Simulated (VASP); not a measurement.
Set up this calculation in VASP 6.6.1, as the native input.

```
Task                   : single point
Functional             : PBE
Dispersion             : D3(BJ)
Potentials or basis    : VASP PAW PBE potentials, release 64 (P)
Cutoff                 : 520 eV
k mesh                 : 24 × 24 × 24
Occupations            : gaussian, width 0.15 eV
Spin                   : no spin polarisation
Dipole correction      : no
Further INCAR settings : ALGO = Normal; EDIFF = 1e-06; NBANDS = 8
```

The structure of P lies in POSCAR:

```
P
1.0
    2.4072602648      0.0000000000      0.0000000000
    0.0000000000      2.4072602648      0.0000000000
    0.0000000000      0.0000000000      2.4073686085
P
1
Direct
    0.0000000000      0.0000000000      0.0000000000
```

This isn't the form of P at room conditions, which is orthorhombic.

These files were run (other wordings do the same):

INCAR

```
SYSTEM = P
PREC = Accurate ; ENCUT = 520
EDIFF = 1E-6 ; ISMEAR = 0
SIGMA = 0.15 ; LREAL = .False.
LASPH = .True. ; NELM = 100
ALGO = Normal ; ISIF = 2
LWAVE = .False. ; LCHARG = .True.
GGA = PE ; IVDW = 12
LELF = .True. ; LVHAR = .True.
NBANDS = 8
```

KPOINTS

```
regular mesh
0
Gamma
  24 24 24
  0 0 0
```

Potentials or basis: VASP PAW PBE potentials, release 64 (P).

Launch:

```console
$ cat potpaw_PBE.64/P/POTCAR > POTCAR
$ mpirun -np 1 vasp_std > vasp.out
```

It gave:

- Pressure: -0.4 GPa
- Band gap on the k mesh: zero (an odd number of electrons rules out a gap without spin polarisation)
- Dispersion energy per atom: -0.507 eV

Run time: 46 s on 1 thread of Intel(R) Xeon(R) Platinum 8488C (Sapphire Rapids), on a shared host, peak memory 0.22 GiB.
